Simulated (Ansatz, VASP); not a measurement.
# One calculation of BI, two programs

```
B I
1.0
     5.85464    0.00000    0.00000
    -2.92732    5.07027    0.00000
     0.00000    0.00000    4.72363
B I
3 3
Direct
  0.50000 0.00000 0.00000
  0.50000 0.50000 0.00000
  0.00000 0.50000 0.00000
  0.00000 0.00000 0.00000
  0.33333 0.66667 0.50000
  0.66667 0.33333 0.50000
```

Alike in both runs: task relaxation of cell and atoms; functional PBE; k mesh 6 × 6 × 8; occupations gaussian, width 0.1 eV; no spin polarisation.

|  | VASP | Ansatz |
| --- | --- | --- |
| version | VASP 6.6.1 | Ansatz 0.2.0 |
| potentials or method | VASP PAW PBE potentials, release 64 (B, I), cutoff 600 eV | scalar-relativistic, plane waves, PAW |
| valence electrons in the cell | 30 | 60 |

VASP gave:

```
gap on the k mesh at the Fermi level, each at its own relaxed structure (eV) : none
relaxed volume (Å³/atom)                                                     : 22.38
relaxed cell length with the largest relative difference (Å)                 : 4.029
```

What did Ansatz give for the same quantities?

gap on the k mesh at the Fermi level, each at its own relaxed structure (eV): none; relaxed volume (Å³/atom): 22.38; relaxed cell length with the largest relative difference (Å): 4.031.

A gap of «none» marks a metal or a gap that the smearing closes. VASP's potentials hold 30 valence electrons a cell and Ansatz's 60, so a difference there can come from the potentials and not from the codes.

Spin-orbit coupling is off throughout.
